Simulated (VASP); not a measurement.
**TaN: single point with PBE**

Crystal: TaN.

```
Ta N
1.0
     3.10778    0.00000    0.00000
    -1.55389    2.69142    0.00000
     0.00000    0.00000    5.01446
Ta N
2 2
Direct
  0.00000 0.00000 0.00000
  0.00000 0.00000 0.50000
  0.33333 0.66667 0.25000
  0.66667 0.33333 0.75000
```

This cell differs from its parent crystal: volume scaled by 1.06.

```
Program             : VASP 6.6.1
Task                : single point
Functional          : PBE
Potentials or basis : VASP PAW PBE potentials, release 64 (Ta_pv, N)
Cutoff              : 520 eV
k mesh              : 9 × 9 × 5
Occupations         : fermi-dirac, width 0.01 eV
Spin                : no spin polarisation
```

The pressure is 32.6 GPa and the band gap on the k mesh is zero (band 16 reaches 9.88 eV, above the bottom of band 17 at 7.55 eV).

Stress tensor (GPa, compression positive):
```
 8.92  0.00  0.00
 0.00  8.92  0.00
 0.00  0.00 80.03
```

Levels at points of the mesh, in eV from the Fermi level:
| k point | band 12 | band 13 | band 14 | band 15 | band 16 | band 17 | band 18 | band 19 | band 20 | band 21 |
| --- | --- | --- | --- | --- | --- | --- | --- | --- | --- | --- |
| (0.00, 0.00, 0.00) | -4.95 | -3.49 | -3.49 | -3.48 | -1.69 | -1.69 | -0.57 | -0.57 | 2.27 | 4.31 |

Wall time 46 s on 1 thread of Intel Xeon 8259CL, on a shared host, peak memory 0.18 GiB.

Caveat: spin-orbit coupling is left out, which moves the levels of the heavy elements.
